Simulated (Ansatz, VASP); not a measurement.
KTaO3 in VASP and in Ansatz

POSCAR

```
KTaO3
1.0
    4.1877150000      0.0000000000      0.0000000000
    0.0000000000      3.9883000000      0.0000000000
    0.0000000000      0.0000000000      3.9883000000
K Ta O
1 1 3
Direct
    0.5000000000      0.5000000000      0.5000000000
    0.0000000000      0.0000000000      0.0000000000
    0.5000000000      0.0000000000      0.0000000000
    0.0000000000      0.5000000000      0.0000000000
    0.0000000000      0.0000000000      0.5000000000
```

Contents of INCAR.step1:

```
PREC = Accurate
ENCUT = 520
ISMEAR = 0
SIGMA = 0.05
LREAL = False
LASPH = True
NELM = 100
NBANDS = 27
GGA = PE
ALGO = Normal
EDIFF = 1E-4
LWAVE = True
LCHARG = False
```

The input INCAR.step2:

```
PREC = Accurate
ENCUT = 520
EDIFF = 1E-6
ISMEAR = 0
SIGMA = 0.05
LREAL = False
LASPH = True
NELM = 100
ALGO = Normal
ISIF = 2
LWAVE = False
LCHARG = False
METAGGA = R2SCAN
LMIXTAU = True
NBANDS = 27
ISTART = 1
```

Contents of KPOINTS:

```
regular mesh
0
Gamma
  6 6 6
```

Input for Ansatz:

```yaml
crystal:
  lattice:
    - [4.187715, 0.0, 0.0]
    - [0.0, 3.9883, 0.0]
    - [0.0, 0.0, 3.9883]
  atoms:
    - { symbol: K, position: [0.5, 0.5, 0.5] }
    - { symbol: Ta, position: [0.0, 0.0, 0.0] }
    - { symbol: O, position: [0.5, 0.0, 0.0] }
    - { symbol: O, position: [0.0, 0.5, 0.0] }
    - { symbol: O, position: [0.0, 0.0, 0.5] }
basis:
  ecutwfc: 500
kpoints:
  mp_grid: { grid: [6, 6, 6] }
hamiltonian:
  xc: r2scan
scf:
  occupations: { method: gaussian, width: 0.05 }
output:
  forces: true
  stress: true
  eigenvalues: true
```

Change from the starting cell: strain +0.0500 x Voigt [1, 0, 0, 0, 0, 0], atoms carried along.

Alike in both runs: task single point; functional r2SCAN; k mesh 6 × 6 × 6; occupations gaussian, width 0.05 eV; no spin polarisation.

|  | VASP | Ansatz |
| --- | --- | --- |
| version | VASP 6.6.1 | Ansatz 0.2.0 |
| potentials or method | VASP PAW PBE potentials, release 64 (K_sv, Ta_pv, O), cutoff 520 eV | scalar-relativistic, plane waves, PAW |
| valence electrons in the cell | 38 | 40 |

Ansatz gave:

- gap on the k mesh at the Fermi level (eV): 2.43
- least direct gap on the mesh (eV): 3.03
- pressure (GPa): -8.1
- traceless stress, the component that is largest in VASP (GPa): -9.48

Task: Estimate VASP's values.

Result: gap on the k mesh at the Fermi level (eV): 2.41; least direct gap on the mesh (eV): 3.01; pressure (GPa): -7.4; traceless stress, the component that is largest in VASP (GPa): -9.61.

VASP's potentials were made for PBE, not for r2SCAN. VASP's potentials hold 38 valence electrons a cell and Ansatz's 40, so a difference there can come from the potentials and not from the codes.

Spin-orbit coupling is off throughout.
